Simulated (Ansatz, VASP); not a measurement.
AlGaN: VASP beside Ansatz

```xyz
6
Lattice="4.1443 0.0000 0.0000 -2.0721 3.5891 0.0000 0.0000 0.0000 5.2734" Properties=species:S:1:pos:R:3 pbc="T T T"
Al    0.0000    0.0000    2.6367
Al    0.0000    0.0000    0.0000
Ga    0.0000    2.3927    3.9551
Ga    2.0721    1.1964    1.3184
N     0.0000    2.3927    1.3184
N     2.0721    1.1964    3.9551
```

Change from the starting cell: species swapped into the CoNiGe type (P6_3/mmc, No. 194).

Alike in both runs: task single point; functional PBE; k mesh 6 × 6 × 4; occupations gaussian, width 0.1 eV; collinear spin.

|  | VASP | Ansatz |
| --- | --- | --- |
| version | VASP 6.6.1 | Ansatz 0.2.0 |
| potentials or method | VASP PAW PBE potentials, release 64 (Al, Ga_d, N), cutoff 520 eV | scalar-relativistic, plane waves, PAW |
| valence electrons in the cell | 42 | 42 |

Ansatz gave:

| Quantity | Value |
| --- | --- |
| gap on the k mesh at the Fermi level (eV) | none |
| pressure (GPa) | 3.2 |
| traceless stress, the component that is largest in VASP (GPa) | -0.15 |
| net moment per atom (μB) | 0.00 |

Estimate VASP's values.

gap on the k mesh at the Fermi level (eV): none; pressure (GPa): 3.3; traceless stress, the component that is largest in VASP (GPa): -0.20; net moment per atom (μB): 0.00.

A gap of «none» marks a metal or a gap that the smearing closes. Ansatz's warnings: seeded moment not kept.
